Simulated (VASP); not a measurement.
Runs of VASP 6.6.1 on La. The structure is that of space group Im-3m (No. 229), or close to it. The cells are those of the table. 

```tsv
task	cell	cutoff (eV)	gap on the mesh (eV)	pressure (GPa)
single point	a = 2.910 Å, angles 70.5, 109.5, 70.5°, 1 atom	520	none	44.7
relaxation of cell and atoms	relaxed to 45 GPa from a = 3.646 Å, angles 70.5, 109.5, 70.5°, 1 atom	600	none	45.1
single point	a = 3.150 Å, angles 70.5, 109.5, 70.5°, 1 atom	520	none	14.9
relaxation of cell and atoms	relaxed to 30 GPa from a = 3.646 Å, angles 70.5, 109.5, 70.5°, 1 atom	600	none	29.9
single point	a = 3.507 Å, angles 70.5, 109.5, 70.5°, 1 atom	520	none	(a)
single point	a = 3.006 Å, angles 70.5, 109.5, 70.5°, 1 atom	520	none	29.9
relaxation of cell and atoms	relaxed to 15 GPa from a = 3.646 Å, angles 70.5, 109.5, 70.5°, 1 atom	600	none	15.0
relaxation of cell and atoms	relaxed from a = 3.646 Å, angles 70.5, 109.5, 70.5°, 1 atom	600	none	0.0
```

Alike in all rows: level LDA; potentials or basis VASP PAW LDA potentials, release 64 (La); no spin polarisation; k mesh 8 × 8 × 8; smearing methfessel-paxton 0.05 eV.

**Question.** Estimate the missing entries.

**Answer.** (a) -0.1.

Caveats: spin-orbit coupling is left out, which moves the levels of the heavy elements; the cell is relaxed towards a set pressure, so the enthalpy falls and the energy may rise (some runs).

A k mesh can miss the band edges, and the runs leave out spin-orbit coupling on La.

A gap of «none» marks levels without a gap at the run's occupations.
